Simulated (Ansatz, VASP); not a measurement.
**WSe2: VASP beside Ansatz**

```
W Se
1.0
     3.27090    0.00000    0.00000
    -1.63545    2.83268    0.00000
     0.00000    0.00000   29.18475
W Se
3 6
Direct
  0.67987 0.35975 0.99773
  0.34654 0.69308 0.77119
  0.34654 0.69308 0.22426
  0.33333 0.66667 0.05737
  0.66667 0.33333 0.83084
  0.66667 0.33333 0.28383
  0.33333 0.66667 0.94263
  0.66667 0.33333 0.71617
  0.66667 0.33333 0.16916
```

Change from the starting cell: all W atoms moved -0.100 Å, as atom 1 towards its neighbour atom 4 (Se) at 2.524 Å.

Alike in both runs: task single point; functional PBEsol; k mesh 12 × 12 × 1; occupations gaussian, width 0.05 eV; no spin polarisation.

```csv
,VASP,Ansatz
version,VASP 6.6.1,Ansatz 0.2.0
potentials or method,"VASP PAW PBE potentials, release 64 (W_sv, Se), cutoff 520 eV","scalar-relativistic, plane waves, PAW"
valence electrons in the cell,78,138
```

VASP gave:

* gap on the k mesh at the Fermi level (eV): 1.13
* least direct gap on the mesh (eV): 1.46
* rms of the force components (eV/Å): 1.005

What did Ansatz give for the same quantities?

gap on the k mesh at the Fermi level (eV): 1.14; least direct gap on the mesh (eV): 1.47; rms of the force components (eV/Å): 0.995.

VASP's potentials were made for PBE, not for PBEsol. Atom by atom the forces differ by 0.030 eV/Å (rms over components). The functional is the same, so the differences come from potentials, cutoffs and numerics. VASP's potentials hold 78 valence electrons a cell and Ansatz's 138, so a difference there can come from the potentials and not from the codes.

Spin-orbit coupling is off throughout.
